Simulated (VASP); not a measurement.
A run of VASP 6.6.1 is set up as follows.

INCAR

```
SYSTEM = BN
PREC = Accurate
ENCUT = 600
EDIFF = 1E-7
ISMEAR = 0
SIGMA = 0.02
LREAL = .False.
LASPH = .True.
NELM = 100
ALGO = Normal
ISIF = 4
LWAVE = .False.
LCHARG = .False.
GGA = PE
IVDW = 12
IBRION = 2
NSW = 50
EDIFFG = -0.01
```

Contents of KPOINTS:

```
Automatic mesh
0
Gamma
  12 12 12
  0 0 0
```

File POSCAR:

```
BN
1.0
    0.0000000000      3.3725485200      2.1903068905
    1.2662575568      0.0000000000      2.1903068905
    1.2662575568      3.3725485200      0.0000000000
B N
1 1
Direct
    0.0001068737      0.0001068737      0.9998931263
    0.6665931163      0.6665931163      0.3334068837
```

Potentials or basis: VASP PAW PBE potentials, release 64 (B, N).

Command:

```console
$ cat potpaw_PBE.64/B/POTCAR potpaw_PBE.64/N/POTCAR > POTCAR
$ mpirun -np 1 vasp_std > vasp.out
```

(1) Estimate the dispersion energy per atom.

(2) Estimate the band gap on the k mesh.

Answers

(1) -0.135 eV.

(2) 3.76 eV (least direct gap 4.53 eV).
